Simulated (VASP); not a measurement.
Wanted: the native input for a VASP 6.6.1 run.

* Task: electric field gradients
* Functional: LDA
* Potentials or basis: VASP PAW LDA potentials, release 64 (Ag, Br)
* Cutoff: 400 eV
* k mesh: 7 × 7 × 7
* Occupations: fermi-dirac, width 0.03 eV
* Spin: no spin polarisation
* Dipole correction: no
* Further INCAR settings: ALGO = Normal; EDIFF = 1e-08; NBANDS = 16

The structure of AgBr lies in POSCAR:

```
AgBr
1.0
    0.0000000000      2.9051634709      2.9051634709
    2.9051634709      0.0000000000      2.9051634709
    2.9051634709      2.9051634709      0.0000000000
Ag Br
1 1
Direct
    0.5000000000      0.5000000000      0.5000000000
    0.0000000000      0.0000000000      0.0000000000
```

This cell differs from its parent crystal: volume scaled by 1.02.

One way to write it, as run:

INCAR

```
SYSTEM = AgBr
PREC = Accurate
ENCUT = 400
EDIFF = 1E-8
ISMEAR = -1
SIGMA = 0.03
LREAL = .FALSE.
LASPH = .TRUE.
NELM = 120
ALGO = Normal
ISIF = 2
LWAVE = .FALSE.
LCHARG = .FALSE.
GGA = CA
LEFG = .TRUE.
NBANDS = 16
GGA_COMPAT = .FALSE.
```

KPOINTS

```
regular mesh
0
G
  7 7 7
  0 0 0
```

Potentials or basis: VASP PAW LDA potentials, release 64 (Ag, Br).

Run with:

```sh
$ cat potpaw_LDA.64/Ag/POTCAR potpaw_LDA.64/Br/POTCAR > POTCAR
$ mpirun -np 1 vasp_std > vasp.out
```

It gave:

```yaml
Pressure: -5.6 GPa
Band_gap_on_the_k_mesh: 0.49 eV, indirect (least direct gap 2.22 eV)
```

Caveat: without QUAD_EFG the Cq values of the log hold for a quadrupole moment of 1 mb, not for the nuclei.

Wall time 7.9 s on 1 thread of AMD EPYC 9R45 96-Core Processor (Zen 5), with other jobs on the host, peak memory 0.11 GiB.
